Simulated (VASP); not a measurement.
A run of VASP 6.6.1 is set up as follows.

The input INCAR:

```
SYSTEM = Zn
  ALGO = Normal
  DIPOL = 0.5 0.5 0.500
  EDIFF = 1E-7
  ENCUT = 520
  GGA = PS
  IDIPOL = 3
  ISIF = 2
  ISMEAR = -1
  LASPH = .True.
  LCHARG = .False.
  LDIPOL = .True.
  LREAL = .False.
  LWAVE = .False.
  NBANDS = 25
  NELM = 100
  PREC = Accurate
  SIGMA = 0.1
```

KPOINTS

```
k-points
0
Gamma
  16 16 1
  0 0 0
```

File POSCAR:

```
Zn
1.0
    2.5896975848      0.0000000000      0.0000000000
   -1.2948487924      2.2427438966      0.0000000000
    0.0000000000      0.0000000000     20.9176000000
Zn
3
Direct
    0.0000000000      0.0000000000      0.3824522471
    0.3333333340      0.6666666660      0.5000000000
    0.0000000000      0.0000000000      0.6175477529
```

Potentials or basis: VASP PAW PBE potentials, release 64 (Zn).

Launch:

```sh
$ cat potpaw_PBE.64/Zn/POTCAR > POTCAR
$ mpirun -np 1 vasp_std > vasp.out
```

**Question.** Predict the largest force.

**Answer.** 0.077 eV/Å.

**Question.** Predict the band gap on the k mesh.

**Answer.** Zero (bands 18 and 19 overlap by 3.78 eV).

Forces on the atoms (eV/Å):
```
Zn   0.000  0.000  0.077
Zn   0.000  0.000  0.000
Zn   0.000  0.000 -0.077
```

Caveat: the PAW data sets were made with another functional, which shifts forces and pressure a little.
